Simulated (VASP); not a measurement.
# Ru (P6/mmm) in VASP: notebook, part 2 of 2

VASP 6.6.1. The steps go on from the part before.

## 3. Single point, PBEsol

INCAR

```
SYSTEM = Ru
  PREC = Accurate
  ENCUT = 520
  EDIFF = 1E-6
  ISMEAR = -1
  SIGMA = 0.05
  LREAL = .FALSE.
  LASPH = .TRUE.
  NELM = 100
  ALGO = Normal
  ISIF = 2
  LWAVE = .FALSE.
  LCHARG = .TRUE.
  GGA = PS
  LELF = .TRUE.
  LVHAR = .TRUE.
  NBANDS = 13
```

KPOINTS

```
Automatic mesh
0
G
  19 19 18
  0 0 0
```

POSCAR

```
Ru
1.0
    2.3141326001      0.0000000001      0.0000000000
   -1.1570663001      2.0040976194      0.0000000000
    0.0000000000      0.0000000000      2.1557601152
Ru
1
Direct
    0.0000000000      0.0000000000      0.0000000000
```

Potentials or basis: VASP PAW PBE potentials, release 64 (Ru_pv).

The run is started by

```bash
cat potpaw_PBE.64/Ru_pv/POTCAR > POTCAR
mpirun -np 1 vasp_std > vasp.out
```

OUTCAR:

```text
SYSTEM = Ru
   PREC = Accurate
   ENCUT = 520
   EDIFF = 1E-6
   ISMEAR = -1
   LREAL = .FALSE.
   LASPH = .TRUE.
   NELM = 100
   ISIF = 2
   GGA = PS

 ion  position               nearest neighbor table
   1  0.000  0.000  0.000-

  LATTYP: Found a hexagonal cell.
 ALAT       =     2.3141326001
 C/A-ratio  =     0.9315629170

  Lattice vectors:

 A1 = (   2.3141326001,   0.0000000001,   0.0000000000)
 A2 = (  -1.1570663001,   2.0040976194,   0.0000000000)
 A3 = (   0.0000000000,   0.0000000000,   2.1557601152)

Analysis of symmetry for initial positions (statically):
=====================================================================
 Subroutine PRICEL returns:
 Original cell was already a primitive cell.

 Routine SETGRP: Setting up the symmetry group for a
 hexagonal supercell.

 Subroutine GETGRP returns: Found 24 space group operations
 (whereof 24 operations were pure point group operations)
 out of a pool of 24 trial point group operations.

The static configuration has the point symmetry D_6h.

Analysis of symmetry for dynamics (positions and initial velocities):
=====================================================================
 Subroutine PRICEL returns:
 Original cell was already a primitive cell.

 Routine SETGRP: Setting up the symmetry group for a
 hexagonal supercell.

 Subroutine GETGRP returns: Found 24 space group operations
 (whereof 24 operations were pure point group operations)
 out of a pool of 24 trial point group operations.

The dynamic configuration has the point symmetry D_6h.

 Subroutine INISYM returns: Found 24 space group operations
 (whereof 24 operations are pure point group operations),
 and found     1 'primitive' translations

----------------------------------------------------------------------------------------

                                     Primitive cell

  volume of cell :       9.9979

  direct lattice vectors                    reciprocal lattice vectors
     2.314132600  0.000000000  0.000000000     0.432127355  0.249488845  0.000000000
    -1.157066300  2.004097619  0.000000000    -0.000000000  0.498977690  0.000000000
     0.000000000  0.000000000  2.155760115     0.000000000  0.000000000  0.463873505

  length of vectors
     2.314132600  2.314132600  2.155760115     0.498977690  0.498977690  0.463873505

  position of ions in fractional coordinates (direct lattice)
     0.000000000  0.000000000  0.000000000

  ion indices of the primitive-cell ions
   primitive index   ion index
                 1           1

----------------------------------------------------------------------------------------

 KPOINTS: Automatic mesh

Automatic generation of k-mesh.
 Grid dimensions read from file:
 generate k-points for:   19   19   18

 Generating k-lattice:

  Cartesian coordinates                     Fractional coordinates (reciprocal lattice)
     0.022743545  0.013130992  0.000000000     0.052631579  0.000000000  0.000000000
    -0.000000000  0.026261984  0.000000000     0.000000000  0.052631579  0.000000000
     0.000000000  0.000000000  0.025770750     0.000000000  0.000000000  0.055555556

  Length of vectors
     0.026261984  0.026261984  0.025770750

  Shift w.r.t. Gamma in fractional coordinates (k-lattice)
     0.000000000  0.000000000  0.000000000

 Subroutine IBZKPT returns following result:
 ===========================================

 Found    400 irreducible k-points:

 Following reciprocal coordinates:
            Coordinates               Weight
  0.000000  0.000000  0.000000      1.000000
  0.052632  0.000000  0.000000      6.000000
  0.105263  0.000000  0.000000      6.000000
  0.157895  0.000000  0.000000      6.000000
  0.210526 -0.000000  0.000000      6.000000
  0.263158 -0.000000  0.000000      6.000000
[... 16 lines left out ...]
  0.263158  0.105263  0.000000     12.000000
  0.315789  0.105263  0.000000     12.000000
 [... further k-points ...]
   k-points           NKPTS =    400   k-points in BZ     NKDIM =    400   number of bands    NBANDS=     13
   number of dos      NEDOS =    301   number of ions     NIONS =      1
   total plane-waves  NPLWV =   5184
   dimension x,y,z NGX =    18 NGY =   18 NGZ =   16
   dimension x,y,z NGXF=    36 NGYF=   36 NGZF=   32
   ions per type =               1
   NGX,Y,Z   is equivalent  to a cutoff of  12.93, 12.93, 12.34 a.u.
   NGXF,Y,Z  is equivalent  to a cutoff of  25.86, 25.86, 24.68 a.u.
 SYSTEM =  Ru
   PREC   = accura    normal or accurate (medium, high low for compatibility)
   ISTART =      0    job   : 0-new  1-cont  2-samecut
   ICHARG =      2    charge: 1-file 2-atom 10-const
   ISPIN  =      1    spin polarized calculation?
   LNONCOLLINEAR =      F non collinear calculations
   LSORBIT =      F    spin-orbit coupling
   LASPH  =      T    aspherical Exc in radial PAW
   ENCUT  =  520.0 eV  38.22 Ry    6.18 a.u.   4.30  4.30  4.01*2*pi/ulx,y,z
   NELM   =    100;   NELMIN=  2; NELMDL= -5     # of ELM steps
   EDIFF  = 0.1E-05   stopping-criterion for ELM
   LREAL  =      F    real-space projection
   EDIFFG = 0.1E-04   stopping-criterion for IOM
   NSW    =      0    number of steps for IOM
   IBRION =     -1    ionic relax: 0-MD 1-quasi-New 2-CG
   NFREE  =      0    steps in history (QN), initial steepest desc. (CG)
   ISIF   =      2    stress and relaxation
   ISYM   =      2    0-nonsym 1-usesym 2-fastsym
   POTIM  = 0.5000    time-step for ionic-motion
   TEBEG  =    0.0;   TEEND  =   0.0 temperature during run
   PSTRESS=    0.0 pullay stress
   NELECT =      14.0000    total number of electrons
   NUPDOWN=      -1.0000    fix difference up-down
   EMIN   =  10.00;   EMAX   =-10.00  energy-range for DOS
   EFERMI =   0.00;   METHOD = LEGACY
   ISMEAR =    -1;   SIGMA  =   0.05  broadening in eV -4-tet -1-fermi 0-gaus
   EFERMI_NEDOS =   21; number of points for ismear=-14 and -15
   IALGO  =     38    algorithm
   IMIX   =      4    mixing-type and parameters
     AMIX     =   0.40;   BMIX     =  1.00
     AMIX_MAG =   1.60;   BMIX_MAG =  1.00
  volume/ion in A,a.u.               =      10.00        67.47
  Fermi-wavevector in a.u.,A,eV,Ry     =   1.831534  3.461097 45.640974  3.354517
  Thomas-Fermi vector in A             =   2.885768
   LORBIT       =      0    0 simple, 1 ext, 2 COOP (PROOUT), +10 PAW based schemes
   GGA     = PS    functional components
   LHFCALC =     F    Hartree Fock is set to
   AEXX    =    0.0000 exact exchange contribution
   IVDW    =     0    specifies the selected vdW correction
   LEPSILON=     F    determine dielectric tensor
   LRPA    =     F    only Hartree local field effects (RPA)
 non-spin polarized calculation
  energy-cutoff  :      520.00
  volume of cell :       10.00
 maximum number of plane-waves:       284
 NGX is ok and might be reduce to    18
   NGX =  9   NGY =  9   NGZ =  9

 number of electron      13.9999998 magnetization

 Free energy of the ion-electron system (eV)
  ---------------------------------------------------
  ext. energy  EPLUGINS =         0.00000000
  ---------------------------------------------------
  free energy    TOTEN  =        -6.82297212 eV

  energy without entropy =       -6.81748277  energy(sigma->0) =       -6.82022744

 E-fermi :  19.3596     XC(G=0): -16.1440

 val. band max:       19.3521341282   @ k =   0.3158   0.2632   0.2778
 cond. band min:      19.3825238619   @ k =   0.2632   0.0526   0.2222
 fundamental gap:      0.0303897337
 Fermi energy:        19.3596254147

 k-point     1 :       0.0000    0.0000    0.0000
  band No.  band energies     occupation
      1     -23.1065      2.00000
      2     -23.1065      2.00000
      3     -22.9076      2.00000
      4       9.4964      2.00000
      5      10.0614      2.00000
      6      15.0269      2.00000
      7      15.0269      2.00000
      8      22.8487      0.00000
      9      22.8487      0.00000
     10      29.8687      0.00000
     11      33.5830      0.00000
     12      39.6816      0.00000
     13      46.0894      0.00000
[... 353 lines left out ...]
 k-point    24 :       0.3158    0.1053    0.0000
  band No.  band energies     occupation
      1     -25.7963      2.00000
      2     -23.9402      2.00000
      3     -22.5725      2.00000
      4      10.7075      2.00000
      5      12.1207      2.00000
      6      16.9360      2.00000
      7      18.6413      2.00000
      8      21.5909      0.00000
      9      22.6328      0.00000
     10      29.8666      0.00000
     11      34.1336      0.00000
     12      36.9357      0.00000
     13      41.9906      0.00000

 [... further k-points ...]

------------------------ aborting loop because EDIFF is reached ----------------------------------------

  FORCE on cell =-STRESS in cart. coord.  units (eV):
  Direction    XX          YY          ZZ          XY          YZ          ZX
  --------------------------------------------------------------------------------------
  -------------------------------------------------------------------------------------
  Total       15.1774675     15.1774675     15.3543425      0.0000000      0.0000000      0.0000000
  in kB     2432.2171631   2432.2171632   2460.5617084      0.0000000      0.0000000      0.0000000
  external PRESSURE =    2441.6653449 kB  Pullay stress =       0.0000000 kB

 VOLUME and BASIS-vectors are now :
 -----------------------------------------------------------------------------
  energy-cutoff  :      520.00
  volume of cell :       10.00
      direct lattice vectors                 reciprocal lattice vectors
     2.314132600  0.000000000  0.000000000     0.432127355  0.249488845  0.000000000
    -1.157066300  2.004097619  0.000000000    -0.000000000  0.498977690  0.000000000
     0.000000000  0.000000000  2.155760115     0.000000000  0.000000000  0.463873505

 POSITION                                       TOTAL-FORCE (eV/Angst)
 -----------------------------------------------------------------------------------
      0.00000      0.00000      0.00000        -0.000000      0.000000      0.000000
 -----------------------------------------------------------------------------------
    total drift:                                0.000000      0.000000      0.000000

  FREE ENERGIE OF THE ION-ELECTRON SYSTEM (eV)
  ---------------------------------------------------
  free  energy   TOTEN  =        -6.8229721190 eV

  energy  without entropy=       -6.8174827667  energy(sigma->0) =       -6.82022744
```

stdout:

```text
POSCAR found type information on POSCAR Ru
 POSCAR found :  1 types and       1 ions
 scaLAPACK will be used
 -----------------------------------------------------------------------------
|                                                                             |
|                                                                             |
|     You enforced a specific xc type in the INCAR file but a different       |
|     I HOPE YOU KNOW WHAT YOU ARE DOING!                                     |
|                                                                             |
 -----------------------------------------------------------------------------

 LDA part: xc-table for (Slater+PW92), standard interpolation
 POSCAR, INCAR and KPOINTS ok, starting setup
 FFT: planning ... GRIDC
 FFT: planning ... GRID_SOFT
 FFT: planning ... GRID
 WAVECAR not read
 entering main loop
```

Wall time 62 s (1 thread of Intel Xeon 8259CL, shared host); peak memory 0.16 GiB.

Results:

```yaml
Free_energy: -6.8230 eV
Pressure: 244.2 GPa
Band_gap_on_the_k_mesh: zero (bands 7 and 8 overlap by 6.31 eV)
```

Caveat: the cell stands under pressure; the PAW data sets were made with another functional, which shifts forces and pressure a little.
